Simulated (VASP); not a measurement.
Here is a VASP 6.6.1 calculation.

The input INCAR:

```
PREC = Accurate
ENCUT = 520
EDIFF = 1E-7
ISMEAR = 0
SIGMA = 0.05
LREAL = False
LASPH = True
NELM = 80
ALGO = Normal
ISIF = 2
LWAVE = False
LCHARG = False
GGA = CA
NBANDS = 11
```

KPOINTS

```
regular mesh
0
Gamma
  10 10 10
```

File POSCAR:

```
MgO
1.0
    0.0000000000      2.1351500000      2.1351500000
    2.1351500000      0.0000000000      2.1351500000
    2.1351500000      2.1351500000      0.0000000000
Mg O
1 1
Direct
    0.0000000000      0.0000000000      0.0000000000
    0.5204903637      0.5204903637      0.4795096363
```

Potentials or basis: VASP PAW LDA potentials, release 64 (Mg, O).

Run with:

```console
$ cat potpaw_LDA.64/Mg/POTCAR potpaw_LDA.64/O/POTCAR > POTCAR
$ mpirun -np 1 vasp_std > vasp.out
```

**Question.** What does it give for the band gap on the k mesh?

**Answer.** 4.26 eV, direct.

**Question.** Predict the largest force.

**Answer.** 0.378 eV/Å.

**Question.** Predict the pressure.

**Answer.** -12.6 GPa.

Forces on the atoms (eV/Å):
```
Mg   0.000  0.000  0.378
O    0.000  0.000 -0.378
```

Caveat: the cell differs from its parent crystal (all O atoms moved +0.087 Å, as atom 2 along Cartesian [0 0 1]).
